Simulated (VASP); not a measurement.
Here is a VASP 6.6.1 calculation.

INCAR

```
PREC = Accurate
ENCUT = 520
EDIFF = 1E-7
ISMEAR = 0
SIGMA = 0.1
LREAL = F
LASPH = T
NELM = 60
ALGO = Normal
ISIF = 2
LWAVE = F
LCHARG = F
GGA = PE
IVDW = 12
NBANDS = 21
```

File KPOINTS:

```
regular mesh
0
Gamma
  6 6 4
```

POSCAR

```
Ge
1.0
    4.2157523707      0.0000000000      0.0000000000
   -2.1078761854      3.6509486491      0.0000000000
    0.0000000000      0.0000000000      3.2335629428
Ge
2
Direct
    0.3333333333      0.6666666667      0.0000000000
    0.6666666667      0.3333333333      0.0000000000
```

Potentials or basis: VASP PAW PBE potentials, release 64 (Ge_d).

Command:

```bash
$ cat potpaw_PBE.64/Ge_d/POTCAR > POTCAR
$ mpirun -np 1 vasp_std > vasp.out
```

Estimate the dispersion energy per atom.

-0.312 eV.

Estimate the band gap on the k mesh.

zero (band 14 reaches 7.90 eV, above the bottom of band 15 at 1.97 eV).

Predict the pressure.

-0.1 GPa.

Stress tensor (GPa, compression positive):
```
-0.03  0.00  0.00
 0.00 -0.03  0.00
 0.00  0.00 -0.13
```

Caveat: the k points lie up to 0.49 Å⁻¹ apart; pairwise dispersion overbinds metals, which lowers pressure and volume.
